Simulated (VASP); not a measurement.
Here is a VASP 6.6.1 calculation.

INCAR

```
SYSTEM = SnMoO5
  PREC = Accurate
  ENCUT = 600
  EDIFF = 1E-6
  ISMEAR = -1
  SIGMA = 0.03
  LREAL = .FALSE.
  LASPH = .TRUE.
  NELM = 80
  ALGO = Normal
  ISIF = 3
  LWAVE = .FALSE.
  LCHARG = .FALSE.
  GGA = PS
  IBRION = 2
  NSW = 100
  EDIFFG = -0.01
```

File KPOINTS:

```
regular mesh
0
G
  6 6 4
  0 0 0
```

Contents of POSCAR:

```
SnMoO5
1.0
    3.7300778900      0.0000000000      0.0000000000
    0.0000000000      3.7300778900      0.0000000000
    0.0000000000      0.0000000000      6.4992320700
Sn Mo O
1 1 5
Direct
    0.0000000000      0.0000000000      0.5000000000
    0.5000000000      0.5000000000      0.0000000000
    0.0000000000      0.0000000000      0.0000000000
    0.5000000000      0.0000000000      0.7047851500
    0.0000000000      0.5000000000      0.7047851500
    0.5000000000      0.0000000000      0.2952148500
    0.0000000000      0.5000000000      0.2952148500
```

Potentials or basis: VASP PAW PBE potentials, release 64 (Sn_d, Mo_sv, O).

Run with:

```console
$ cat potpaw_PBE.64/Sn_d/POTCAR potpaw_PBE.64/Mo_sv/POTCAR potpaw_PBE.64/O/POTCAR > POTCAR
$ mpirun -np 1 vasp_std > vasp.out
```

(1) What does it give for the band gap on the k mesh?

(2) Estimate the relaxed volume.

(3) Estimate the relaxed cell.

Results:

(1) zero (bands 29 and 30 overlap by 1.09 eV).

(2) 9.23 Å³/atom.

(3) a = 3.483 Å, b = 3.483 Å, c = 5.327 Å, α = 90.00°, β = 90.00°, γ = 90.00°.

Caveat: the volume moved by over 15 % at a fixed basis, so the end points are rough; the PAW data sets were made with another functional, which shifts forces and pressure a little; spin-orbit coupling is left out, which moves the levels of the heavy elements.
